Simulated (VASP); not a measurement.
A run of VASP 6.6.1 is set up as follows.

POSCAR

```
Ir
1.0
    0.0000000000      1.9220482168      1.9220482168
    1.9220482168      0.0000000000      1.9220482168
    1.9220482168      1.9220482168      0.0000000000
Ir
1
Direct
    0.0000000000      0.0000000000      0.0000000000
```

File INCAR.step1:

```
SYSTEM = Ir
PREC = Accurate
ENCUT = 520
ISMEAR = 0
SIGMA = 0.05
LREAL = .FALSE.
LASPH = .TRUE.
NELM = 60
NBANDS = 10
GGA = PE
ALGO = Normal
EDIFF = 1E-4
LWAVE = .TRUE.
LCHARG = .FALSE.
```

The input INCAR.step2:

```
SYSTEM = Ir
PREC = Accurate
ENCUT = 520
EDIFF = 1E-6
ISMEAR = 0
SIGMA = 0.05
LREAL = .FALSE.
LASPH = .TRUE.
NELM = 60
ALGO = Normal
ISIF = 2
LWAVE = .FALSE.
LCHARG = .TRUE.
METAGGA = R2SCAN
LMIXTAU = .TRUE.
LELF = .TRUE.
LVHAR = .TRUE.
NBANDS = 10
ISTART = 1
```

The input KPOINTS:

```
regular mesh
0
G
  20 20 20
  0 0 0
```

Potentials or basis: VASP PAW PBE potentials, release 64 (Ir).

Command:

```sh
$ cat potpaw_PBE.64/Ir/POTCAR > POTCAR
$ cp INCAR.step1 INCAR
$ mpirun -np 1 vasp_std > vasp.out
$ cp INCAR.step2 INCAR
$ mpirun -np 1 vasp_std > vasp.out
```

Problem. What does it give for the pressure?

Solution. 2.4 GPa.

Caveat: the PAW data sets were made with another functional, which shifts forces and pressure a little.
